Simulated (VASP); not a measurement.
Input of a VASP 6.6.1 run:

The input INCAR:

```
SYSTEM = LaTe
  PREC = Accurate
  ENCUT = 600
  EDIFF = 1E-6
  ISMEAR = -1
  SIGMA = 0.1
  LREAL = .False.
  LASPH = .True.
  NELM = 100
  ALGO = Normal
  ISIF = 3
  LWAVE = .False.
  LCHARG = .False.
  GGA = CA
  IBRION = 2
  NSW = 80
  EDIFFG = -0.02
```

File KPOINTS:

```
Automatic mesh
0
Gamma
  7 7 7
  0 0 0
```

POSCAR

```
LaTe
1.0
    3.9360920000      0.0000000000      0.0000000000
    0.0000000000      3.9360920000      0.0000000000
    0.0000000000      0.0000000000      3.9360920000
La Te
1 1
Direct
    0.0000000000      0.0000000000      0.0000000000
    0.5000000000      0.5000000000      0.5000000000
```

Potentials or basis: VASP PAW LDA potentials, release 64 (La, Te).

Launch:

```console
$ cat potpaw_LDA.64/La/POTCAR potpaw_LDA.64/Te/POTCAR > POTCAR
$ mpirun -np 1 vasp_std > vasp.out
```

Question: Predict the space group after relaxing (to 0.05 Å).

Answer: Pm-3m (No. 221).

Question: Estimate the relaxed volume.

Answer: 28.43 Å³/atom.

Question: Predict the relaxed cell.

Answer: a = 3.845 Å, b = 3.845 Å, c = 3.845 Å, α = 90.00°, β = 90.00°, γ = 90.00°.

Step by step:
```
step  energy change (eV)  largest force (eV/Å)  pressure (GPa)  volume (Å³)
   1              0.0000                0.0000           -4.17        60.98
   2             -0.0292                0.0000            3.60        54.24
   3             -0.0572                0.0000           -0.02        56.87
```
